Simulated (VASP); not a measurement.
Here is a VASP 6.6.1 calculation.

The input INCAR:

```
SYSTEM = NiO
PREC = Accurate
ENCUT = 520
EDIFF = 1E-6
ISMEAR = -1
SIGMA = 0.1
LREAL = .FALSE.
LASPH = .TRUE.
NELM = 150
ALGO = Normal
ISIF = 2
LWAVE = .FALSE.
LCHARG = .FALSE.
ISPIN = 2
MAGMOM = 1 0
LORBIT = 11
LMAXMIX = 4
GGA = PE
NBANDS = 19
```

File KPOINTS:

```
Automatic mesh
0
G
  12 12 12
  0 0 0
```

The input POSCAR:

```
NiO
1.0
    0.0000000000      2.0577103242      2.0577103242
    2.0577103242      0.0000000000      2.0577103242
    2.0577103242      2.0577103242      0.0000000000
Ni O
1 1
Direct
    0.0000000000      0.0000000000      0.0000000000
    0.5000000000      0.5000000000      0.5000000000
```

Potentials or basis: VASP PAW PBE potentials, release 64 (Ni, O).

Run with:

```console
$ cat potpaw_PBE.64/Ni/POTCAR potpaw_PBE.64/O/POTCAR > POTCAR
$ mpirun -np 1 vasp_std > vasp.out
```

Question: Estimate the pressure.

Answer: 13.4 GPa.

Question: Estimate the net moment.

Answer: 1.49 μB per cell.

Question: Predict the site moments.

Answer: Ni +1.25; O +0.21 μB.

Caveat: a cell with one magnetic atom can't hold antiferromagnetic order, which such compounds often take.
